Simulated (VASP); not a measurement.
# H (P6_3/mmc) in VASP: relaxation of cell and atoms with r2SCAN

Aim: the relaxation of cell and atoms of H with r2SCAN.

Everything below comes from runs of VASP 6.6.1. Logs are shortened: lines on timing, memory, paths and dates and some standing lists are left out, and cuts for length are marked.

## 1. The cell of the first run

It takes space group P6_3/mmc (No. 194, hexagonal). Conventional cell: a = 3.840 Å, b = 3.840 Å, c = 5.047 Å, α = 90.00°, β = 90.00°, γ = 120.00°. H (site symmetry 3m) has 1 H at 0.74 Å within 1.0 Å.

## 2. Relaxation of cell and atoms, r2SCAN

Input file POSCAR:

```
H
1.0
    3.8401304226      0.0000000000      0.0000000000
   -1.9200652113      3.3256504998      0.0000000000
    0.0000000000      0.0000000000      5.0466615500
H
4
Direct
    0.3333333300      0.6666666700      0.1764958800
    0.6666666700      0.3333333300      0.6764958800
    0.6666666700      0.3333333300      0.8235041200
    0.3333333300      0.6666666700      0.3235041200
```

Input file INCAR.step1:

```
PREC = Accurate
ENCUT = 1350
ISMEAR = 0
SIGMA = 0.02
LREAL = False
LASPH = True
NELM = 120
GGA = PE
ALGO = Normal
EDIFF = 1E-5
LWAVE = True
LCHARG = False
GGA_COMPAT = False
IBRION = 2
ISIF = 3
EDIFFG = -0.005
NELMIN = 4
NSW = 100
```

Input file INCAR.step2:

```
PREC = Accurate
ENCUT = 1350
EDIFF = 1E-7
ISMEAR = 0
SIGMA = 0.02
LREAL = False
LASPH = True
NELM = 120
ALGO = Normal
ISIF = 3
LWAVE = False
LCHARG = False
METAGGA = R2SCAN
LMIXTAU = True
IBRION = 2
NSW = 100
EDIFFG = -0.005
ISTART = 1
GGA_COMPAT = False
NELMIN = 4
```

Input file KPOINTS:

```
regular mesh
0
Gamma
  9 9 6
```

Potentials or basis: VASP PAW PBE potentials, release 64 (H_h).

Run with:

```console
> cat potpaw_PBE.64/H_h/POTCAR > POTCAR
> cp INCAR.step1 INCAR
> mpirun -np 1 vasp_std > vasp.out
> cp INCAR.step2 INCAR
> mpirun -np 1 vasp_std > vasp.out
```

OUTCAR:

```text
PREC = Accurate
   ENCUT = 1350
   EDIFF = 1E-7
   ISMEAR = 0
   LREAL = False
   LASPH = True
   NELM = 120
   ISIF = 3
   METAGGA = R2SCAN
   IBRION = 2
   NSW = 100
   EDIFFG = -0.005
   ISTART = 1
   NELMIN = 4

 ion  position               nearest neighbor table
   1  0.333  0.667  0.176-   4 0.74
   2  0.667  0.333  0.676-   3 0.74
   3  0.667  0.333  0.824-   2 0.74
   4  0.333  0.667  0.324-   1 0.74

  LATTYP: Found a hexagonal cell.
 ALAT       =     3.8401304226
 C/A-ratio  =     1.3141901432

  Lattice vectors:

 A1 = (   3.8401304226,   0.0000000000,   0.0000000000)
 A2 = (  -1.9200652113,   3.3256504998,   0.0000000000)
 A3 = (   0.0000000000,   0.0000000000,   5.0466615500)

Analysis of symmetry for initial positions (statically):
=====================================================================
 Subroutine PRICEL returns:
 Original cell was already a primitive cell.

 Routine SETGRP: Setting up the symmetry group for a
 hexagonal supercell.

 Subroutine GETGRP returns: Found 24 space group operations
 (whereof 12 operations were pure point group operations)
 out of a pool of 24 trial point group operations.

The static configuration has the point symmetry D_3d.
 The point group associated with its full space group is D_6h.

Analysis of symmetry for dynamics (positions and initial velocities):
=====================================================================
 Subroutine PRICEL returns:
 Original cell was already a primitive cell.

 Routine SETGRP: Setting up the symmetry group for a
 hexagonal supercell.

 Subroutine GETGRP returns: Found 24 space group operations
 (whereof 12 operations were pure point group operations)
 out of a pool of 24 trial point group operations.

The dynamic configuration has the point symmetry D_3d.
 The point group associated with its full space group is D_6h.

 Subroutine INISYM returns: Found 24 space group operations
 (whereof 12 operations are pure point group operations),
 and found     1 'primitive' translations

----------------------------------------------------------------------------------------

                                     Primitive cell

  volume of cell :      64.4506

  direct lattice vectors                    reciprocal lattice vectors
[... 108 lines left out ...]
   IALGO  =     38    algorithm
   IMIX   =      4    mixing-type and parameters
     AMIX     =   0.40;   BMIX     =  1.00
     AMIX_MAG =   1.60;   BMIX_MAG =  1.00
  volume/ion in A,a.u.               =      16.11       108.73
  Fermi-wavevector in a.u.,A,eV,Ry     =   0.648165  1.224855  5.716059  0.420119
  Thomas-Fermi vector in A             =   1.716710
   LORBIT       =      0    0 simple, 1 ext, 2 COOP (PROOUT), +10 PAW based schemes
   METAGGA = R2SCAN    functional components
   LHFCALC =     F    Hartree Fock is set to
   AEXX    =    0.0000 exact exchange contribution
   IVDW    =     0    specifies the selected vdW correction
   LEPSILON=     F    determine dielectric tensor
   LRPA    =     F    only Hartree local field effects (RPA)
 conjugate gradient relaxation of ions
 non-spin polarized calculation
 Gauss-broadening in eV      SIGMA  =   0.02
  energy-cutoff  :     1350.00
  volume of cell :       64.45
 maximum number of plane-waves:      7308
 NGX is ok and might be reduce to    48
   NGX = 23   NGY = 23   NGZ = 31

--------------------------------------- Ionic step        1  -------------------------------------------

 number of electron       4.0000000 magnetization

 Free energy of the ion-electron system (eV)
  ---------------------------------------------------
  ext. energy  EPLUGINS =         0.00000000
  ---------------------------------------------------
  free energy    TOTEN  =       -13.80991827 eV

  energy without entropy =      -13.80991827  energy(sigma->0) =      -13.80991827

------------------------ aborting loop because EDIFF is reached ----------------------------------------

  FORCE on cell =-STRESS in cart. coord.  units (eV):
  Direction    XX          YY          ZZ          XY          YZ          ZX
  --------------------------------------------------------------------------------------
  -------------------------------------------------------------------------------------
  Total        0.0084935      0.0084935      0.0428988      0.0000000      0.0000000      0.0000000
  in kB        0.2111389      0.2111389      1.0664207      0.0000000      0.0000000      0.0000000
  external PRESSURE =       0.4962329 kB  Pullay stress =       0.0000000 kB
[... 95 lines left out ...]
  FREE ENERGIE OF THE ION-ELECTRON SYSTEM (eV)
  ---------------------------------------------------
  free  energy   TOTEN  =       -13.8100257884 eV

  energy  without entropy=      -13.8100257884  energy(sigma->0) =      -13.81002579

[... ionic steps 4 to 21 ...]

--------------------------------------- Ionic step       22  -------------------------------------------

 number of electron       4.0000000 magnetization

------------------------ aborting loop because EDIFF is reached ----------------------------------------
[... 71 lines left out ...]
--------------------------------------- Ionic step       24  -------------------------------------------

 number of electron       4.0000000 magnetization

 Free energy of the ion-electron system (eV)
  ---------------------------------------------------
  ext. energy  EPLUGINS =         0.00000000
  ---------------------------------------------------
  free energy    TOTEN  =       -13.81303022 eV

  energy without entropy =      -13.81303022  energy(sigma->0) =      -13.81303022

 E-fermi :  -9.6755     XC(G=0):  -3.7554

 val. band max:       -9.8088942081   @ k =   0.2222  -0.0000   0.0000
 cond. band min:       0.4203422792   @ k =   0.0000   0.0000   0.0000
 fundamental gap:     10.2292364873
 Fermi energy:        -9.6754696311

 k-point     1 :       0.0000    0.0000    0.0000
  band No.  band energies     occupation
      1     -10.6294      2.00000
      2      -9.8263      2.00000
      3       0.4203      0.00000
      4       2.9746      0.00000
      5       6.2601      0.00000
      6       6.7553      0.00000
[... 199 lines left out ...]
 k-point    24 :       0.3333    0.3333    0.1667
  band No.  band energies     occupation
      1      -9.9536      2.00000
      2      -9.9536      2.00000
      3       2.4102      0.00000
      4       2.6974      0.00000
      5       2.6974      0.00000
      6       4.7871      0.00000

 [... further k-points ...]
[... 5 lines left out ...]
  --------------------------------------------------------------------------------------
  -------------------------------------------------------------------------------------
  Total        0.0025536      0.0025536     -0.0022311     -0.0000000     -0.0000000      0.0000000
  in kB        0.0526874      0.0526874     -0.0460321     -0.0000000     -0.0000000      0.0000000
  external PRESSURE =       0.0197809 kB  Pullay stress =       0.0000000 kB
[... 19 lines left out ...]
  FREE ENERGIE OF THE ION-ELECTRON SYSTEM (eV)
  ---------------------------------------------------
  free  energy   TOTEN  =       -13.8130302182 eV

  energy  without entropy=      -13.8130302182  energy(sigma->0) =      -13.81303022

 reached required accuracy - stopping structural energy minimisation
```

OUTCAR.step1:

```text
PREC = Accurate
   ENCUT = 1350
   ISMEAR = 0
   LREAL = False
   LASPH = True
   NELM = 120
   GGA = PE
   EDIFF = 1E-5
[... 520 lines left out ...]
  -------------------------------------------------------------------------------------
  Total        0.0100044      0.0100044      0.0082346      0.0000000      0.0000000      0.0000000
  in kB        0.2483330      0.2483330      0.2044022      0.0000000      0.0000000      0.0000000
  external PRESSURE =       0.2336894 kB  Pullay stress =       0.0000000 kB
[... 19 lines left out ...]
  FREE ENERGIE OF THE ION-ELECTRON SYSTEM (eV)
  ---------------------------------------------------
  free  energy   TOTEN  =       -13.5770127349 eV

  energy  without entropy=      -13.5770127349  energy(sigma->0) =      -13.57701273

 reached required accuracy - stopping structural energy minimisation
```

OSZICAR.step1:

```text
N       E                     dE             d eps       ncg     rms          rms(c)
DAV:   1     0.874512461693E+01    0.87451E+01   -0.22713E+03   576   0.966E+02
DAV:   2    -0.129462071901E+02   -0.21691E+02   -0.20576E+02   690   0.907E+01
DAV:   3    -0.148180741109E+02   -0.18719E+01   -0.18719E+01   774   0.362E+01
DAV:   4    -0.148270910527E+02   -0.90169E-02   -0.90169E-02   852   0.272E+00
[... 14 lines left out ...]
       N       E                     dE             d eps       ncg     rms          rms(c)
DAV:   1    -0.135781431757E+02   -0.22335E-01   -0.35299E-01   600   0.642E+00    0.276E-01
DAV:   2    -0.135773361451E+02    0.80703E-03   -0.18630E-03   654   0.449E-01    0.156E-01
DAV:   3    -0.135770102209E+02    0.32592E-03   -0.13167E-03   744   0.194E-01    0.120E-02
DAV:   4    -0.135770127349E+02   -0.25140E-05   -0.14702E-05   630   0.373E-02
   3 F= -.13577013E+02 E0= -.13577013E+02  d E =-.268371E-02
```

Wall time 37 min (1 thread of Intel Xeon 6975P-C (Granite Rapids), shared host); peak memory 0.44 GiB.

What came out:

```
Free energy                           : -13.8130 eV
Relaxed volume                        : 19.41 Å³/atom
Relaxed cell                          : a = 3.942 Å, b = 3.942 Å, c = 5.771 Å, α = 90.00°, β = 90.00°, γ = 120.00°
Space group after relaxing (to 0.1 Å) : P6_3/mmc (No. 194)
Energy gained by relaxing             : 0.8 meV/atom
Ionic steps                           : 24
Pressure after relaxing               : 0.0 GPa
Band gap on the k mesh                : 10.23 eV (least direct gap 10.25 eV)
```

Step by step:
| step | energy change (eV) | largest force (eV/Å) | pressure (GPa) | volume (Å³) |
| --- | --- | --- | --- | --- |
| 1 | 0.0000 | 0.0051 | 0.05 | 64.45 |
| 2 | 0.0000 | 0.0010 | 0.05 | 64.50 |
| 3 | -0.0001 | 0.0111 | 0.07 | 64.64 |
| 4 | -0.0002 | 0.0360 | 0.10 | 64.92 |
| 5 | -0.0004 | 0.0873 | 0.15 | 65.48 |
| 6 | -0.0004 | 0.0871 | 0.15 | 65.48 |
| 7 | -0.0004 | 0.0868 | 0.15 | 65.49 |
| 8 | -0.0004 | 0.0860 | 0.15 | 65.52 |
| 9 | -0.0004 | 0.0844 | 0.15 | 65.57 |
| 10 | -0.0005 | 0.0813 | 0.14 | 65.66 |
| 11 | -0.0006 | 0.0750 | 0.14 | 65.86 |
| 12 | -0.0008 | 0.0630 | 0.12 | 66.24 |
| 13 | -0.0013 | 0.0408 | 0.09 | 67.02 |
| 14 | -0.0019 | 0.0033 | 0.03 | 68.58 |
| 15 | -0.0026 | 0.0447 | -0.03 | 71.75 |
| 16 | -0.0028 | 0.0609 | -0.05 | 73.16 |
| 17 | -0.0030 | 0.0057 | 0.00 | 74.68 |
| 18 | -0.0030 | 0.0187 | 0.03 | 75.32 |
| 19 | -0.0030 | 0.0274 | 0.04 | 75.55 |
| 20 | -0.0031 | 0.0182 | 0.02 | 76.75 |
| 21 | -0.0031 | 0.0129 | 0.02 | 77.74 |
| 22 | -0.0031 | 0.0123 | 0.01 | 77.86 |
| 23 | -0.0031 | 0.0096 | -0.01 | 77.51 |
| 24 | -0.0031 | 0.0007 | 0.00 | 77.65 |

Final structure:
```
H
1.0
     3.94191    0.00000    0.00000
    -1.97095    3.41379    0.00000
     0.00000    0.00000    5.77055
H
4
Cartesian
  0.0000 2.2759 1.0719
  1.9710 1.1379 3.9571
  1.9710 1.1379 4.6987
  0.0000 2.2759 1.8134
```

Caveat: the volume moved by over 15 % at a fixed basis, so the end points are rough; the PAW data sets were made with another functional, which shifts forces and pressure a little. A k mesh can miss the band edges.
